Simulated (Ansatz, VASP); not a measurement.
# One calculation of FePb, two programs

File INCAR:

```
PREC     = Accurate       # precision mode
ENCUT    = 520            # plane-wave cutoff, eV
EDIFF    = 1E-7           # SCF threshold, eV
ISMEAR   = -1             # smearing method
SIGMA    = 0.1            # smearing width, eV
LREAL    = F              # projectors in reciprocal space
LASPH    = T              # aspherical terms in the spheres
NELM     = 150            # most SCF steps
ALGO     = Normal         # electronic algorithm
ISIF     = 2              # what is computed and relaxed
LWAVE    = F              # write WAVECAR
LCHARG   = T              # write CHGCAR
ISPIN    = 2              # spin polarisation
MAGMOM   = 3 0            # initial moments
LORBIT   = 11             # projections on sites
LMAXMIX  = 4              # l up to which the mixer works
GGA      = PE             # functional
LELF     = T              # ELF
LVHAR    = T            
NBANDS   = 22             # bands
```

The input KPOINTS:

```
Automatic mesh
0
Gamma
  8 8 6
```

POSCAR

```
FePb
1.0
    3.2000000000      0.0000000000      0.0000000000
    0.0000000000      3.2000000000      0.0000000000
    0.0000000000      0.0000000000      4.1000000000
Fe Pb
1 1
Direct
    0.0000000000      0.0000000000      0.0000000000
    0.5000000000      0.5000000000      0.5000000000
```

Input for Ansatz:

```yaml
crystal:
  lattice:
    - [3.2, 0, 0]
    - [0, 3.2, 0]
    - [0, 0, 4.1]
  atoms:
    - { symbol: Fe, position: [0, 0, 0], spin: 3 }
    - { symbol: Pb, position: [0.5, 0.5, 0.5] }
kpoints:
  mp_grid: { grid: [8, 8, 6] }
hamiltonian:
  xc: pbe
  pseudopotentials:
    kind: paw
    azcp:
      Fe: "pseudopotentials/pbe/paw/ansatz_paw_generated_hard_1/Fe.paw.azcp"
      Pb: "pseudopotentials/pbe/paw/ansatz_paw_generated_hard_1/Pb.paw.azcp"
scf:
  occupations: { method: fermi_dirac, width: 0.1 }
  convergence: { dr2_threshold: "1e-9 eV" }
  max_iter: 300
output:
  forces: true
  stress: true
magnetization:
  spin_polarized: true
```

Alike in both runs: task single point; functional PBE; k mesh 8 × 8 × 6; occupations fermi-dirac, width 0.1 eV; collinear spin.

|  | VASP | Ansatz |
| --- | --- | --- |
| version | VASP 6.6.1 | Ansatz 0.2.0 development build |
| potentials or method | VASP PAW PBE potentials, release 64 (Fe, Pb_d) | plane waves, PAW datasets (generated hard set |
| plane-wave cutoff (eV) | 520 | 700 |
| valence electrons in the cell | 22 | 38 |

```csv
,VASP,Ansatz,Ansatz less VASP
net moment per atom (μB),1.40,1.41,+0.008
size of the moment on the site where the two differ most (μB),2.84,2.91,+0.069
```

Site moments also hang on the region over which each program counts them. With one functional, cell and mesh, what is left measures potentials, basis and numerics. VASP's potentials hold 22 valence electrons a cell and Ansatz's 38, so a difference there can come from the potentials and not from the codes. Ansatz's warnings: stress scf threshold loose.

Spin-orbit coupling is off throughout.
